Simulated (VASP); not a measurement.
A run of VASP 6.6.1 is set up as follows.

The input INCAR:

```
SYSTEM = DyBe
ALGO = Normal ; EDIFF = 1E-7
EDIFFG = -0.01 ; ENCUT = 600
GGA = PE ; GGA_COMPAT = .False.
IBRION = 2 ; ISIF = 4
ISMEAR = 0 ; LASPH = .True.
LCHARG = .False. ; LMAXMIX = 6
LREAL = .False. ; LWAVE = .False.
NELM = 200 ; NELMIN = 4
NSW = 50 ; PREC = Accurate
SIGMA = 0.1
```

The input KPOINTS:

```
k-points
0
Gamma
  10 10 10
  0 0 0
```

POSCAR

```
DyBe
1.0
    2.3339938694     -4.0467566246      0.0000000000
    2.3339938694      4.0467566246      0.0000000000
    0.0000000000      0.0000000000      3.9914098419
Dy Be
2 2
Direct
    0.1665483723      0.8334516277      0.7500000000
    0.8334516277      0.1665483723      0.2500000000
    0.4996975833      0.5003024167      0.7500000000
    0.5003024167      0.4996975833      0.2500000000
```

Potentials or basis: VASP PAW PBE potentials, release 64 (Dy_3, Be), 4f in core.

The run is started by

```bash
$ cat potpaw_PBE.64/Dy_3/POTCAR potpaw_PBE.64/Be/POTCAR > POTCAR
$ mpirun -np 1 vasp_std > vasp.out
```

(1) What does it give for the band gap on the k mesh?

Answers

(1) zero (bands 11 and 12 overlap by 1.72 eV).

Caveat: spin-orbit coupling is left out, which moves the levels of the heavy elements; the 4f electrons are frozen in the core, so they carry no moment and show no levels.
